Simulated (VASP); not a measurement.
CaY:

```
Ca Y
1.0
     3.53710    0.00000    0.00000
    -1.32784    3.27840    0.00000
    -0.01688   -0.02505    6.17613
Ca Y
1 1
Cartesian
  0.0000 0.0000 0.0000
  1.0962 1.6267 3.0881
```

Program: VASP 6.6.1. Alike in all runs: task single point; level LDA; potentials or basis VASP PAW LDA potentials, release 64 (Ca_sv, Y_sv); no spin polarisation; cell as given; cutoff (eV) 520; smearing fermi-dirac 0.1 eV. Hardware: 1 thread of AMD EPYC 9R45 (Zen 5), on a shared host.

Question: Order these runs on this cell by their wall time, lowest first.
A. k mesh 6 × 6 × 3
B. k mesh 8 × 8 × 5
C. k mesh 3 × 3 × 2

Answer: C (8.2 s), A (22 s), B (66 s).

Caveats: some runs use coarse meshes.
